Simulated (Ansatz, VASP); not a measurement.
KCl in VASP and in Ansatz

INCAR

```
SYSTEM = KCl
PREC = Accurate
ENCUT = 520
EDIFF = 1E-7
ISMEAR = -1
SIGMA = 0.03
LREAL = .False.
LASPH = .True.
NELM = 80
ALGO = Normal
ISIF = 2
LWAVE = .False.
LCHARG = .False.
NBANDS = 15
```

File KPOINTS:

```
regular mesh
0
Gamma
  7 7 7
  0 0 0
```

The input POSCAR:

```
KCl
1.0
    0.0000000000      3.1561000000      3.1561000000
    3.1561000000      0.0000000000      3.1561000000
    3.1561000000      3.1561000000      0.0000000000
K Cl
1 1
Direct
    0.0000000000      0.0000000000      0.0000000000
    0.5000000000      0.5000000000      0.5000000000
```

Input for Ansatz:

```yaml
crystal:
  lattice:
    - [0.0, 3.1561, 3.1561]
    - [3.1561, 0.0, 3.1561]
    - [3.1561, 3.1561, 0.0]
  atoms:
    - { symbol: K, position: [0.0, 0.0, 0.0] }
    - { symbol: Cl, position: [0.5, 0.5, 0.5] }
kpoints:
  mp_grid: { grid: [7, 7, 7] }
  band_path:
    path:
      - [0.0, 0.0, 0.0]
      - [0.5, 0.0, 0.5]
      - [0.625, 0.25, 0.625]
      - [0.375, 0.375, 0.75]
      - [0.0, 0.0, 0.0]
      - [0.5, 0.5, 0.5]
      - [0.5, 0.25, 0.75]
      - [0.5, 0.0, 0.5]
    npoints: 14
scf:
  occupations: { method: fermi_dirac, width: 0.03 }
hamiltonian:
  xc: lda
  pseudopotentials: { kind: all_electron, lapw: { basis_error: 0.001 } }
output:
  forces: true
  stress: true
  eigenvalues: true
  populations: true
  dos: { projected: true, de: 0.2, e_range: [-14, 8] }
```

Alike in both runs: task single point; functional LDA; k mesh 7 × 7 × 7; occupations fermi-dirac, width 0.03 eV; no spin polarisation.

|  | VASP | Ansatz |
| --- | --- | --- |
| version | VASP 6.6.1 | Ansatz 0.2.0 |
| potentials or method | VASP PAW LDA potentials, release 64 (K_sv, Cl), cutoff 520 eV | all-electron LAPW, scalar-relativistic |

```tsv
	VASP	Ansatz	Ansatz less VASP
gap on the k mesh at the Fermi level (eV)	4.72	4.71	-0.004
pressure (GPa)	-2.0	-2.1	-0.04
```

LDA's correlation is that of Perdew and Zunger in VASP and of Perdew and Wang (1992) in Ansatz. Ansatz ran all-electron here, and VASP with PAW potentials.
